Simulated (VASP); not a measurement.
Wanted: the native input for a VASP 6.6.1 run.

| Property | Result |
| --- | --- |
| Task | relaxation of cell and atoms |
| Functional | PBE |
| Potentials or basis | VASP PAW PBE potentials, release 64 (Pd, Cl) |
| Cutoff | 600 eV |
| k mesh | 6 × 6 × 10 |
| Occupations | gaussian, width 0.1 eV |
| Spin | no spin polarisation |
| Dipole correction | no |
| Further INCAR settings | ALGO = Normal; EDIFF = 1e-06; IBRION = 2; EDIFFG = -0.01; NSW = 100; ISIF = 3 |

The structure of PdCl4 lies in POSCAR:

```
PdCl4
1.0
    3.9759828440     -4.5370512162      0.0000000000
    3.9759828440      4.5370512162      0.0000000000
    0.0000000000      0.0000000000      3.5385290874
Pd Cl
1 4
Direct
    0.0000000000      0.0000000000      0.0000000000
    0.8242104447      0.1757895553      0.5000000000
    0.1757895553      0.8242104447      0.5000000000
    0.2930124707      0.2930124707      0.0000000000
    0.7069875293      0.7069875293      0.0000000000
```

The cell was built from a structure type or drawn by symmetry, and may not be a known phase.

These files were run (other wordings do the same):

INCAR

```
PREC     = Accurate       # precision mode
ENCUT    = 600            # plane-wave cutoff, eV
EDIFF    = 1E-6           # SCF threshold, eV
ISMEAR   = 0              # smearing method
SIGMA    = 0.1            # smearing width, eV
LREAL    = False          # projectors in reciprocal space
LASPH    = True           # aspherical terms in the spheres
NELM     = 100            # most SCF steps
ALGO     = Normal         # electronic algorithm
ISIF     = 3              # what is computed and relaxed
LWAVE    = False          # write WAVECAR
LCHARG   = False          # write CHGCAR
GGA      = PE             # functional
IBRION   = 2              # ionic algorithm
NSW      = 100            # ionic steps
EDIFFG   = -0.01          # ionic threshold
```

KPOINTS

```
Automatic mesh
0
Gamma
  6 6 10
```

Potentials or basis: VASP PAW PBE potentials, release 64 (Pd, Cl).

Run with:

```bash
$ cat potpaw_PBE.64/Pd/POTCAR potpaw_PBE.64/Cl/POTCAR > POTCAR
$ mpirun -np 1 vasp_std > vasp.out
```

Results of the run:

| Quantity | Value |
| --- | --- |
| Relaxed volume | 25.48 Å³/atom |
| Relaxed cell | a = 6.028 Å, b = 6.028 Å, c = 3.536 Å, α = 90.00°, β = 90.00°, γ = 97.57° |
| Space group after relaxing (to 0.1 Å) | Cmmm (No. 65) |
| Energy gained by relaxing | 0.0 meV/atom |
| Ionic steps | 3 |
| Pressure after relaxing | 0.0 GPa |
| Largest force after relaxing | 0.007 eV/Å |
| Band gap on the k mesh | zero (bands 19 and 20 overlap by 0.14 eV) |

Wall time 14 min on 1 thread of Oxide Virtual Turin-like Processor, with other jobs on the host, peak memory 0.39 GiB.
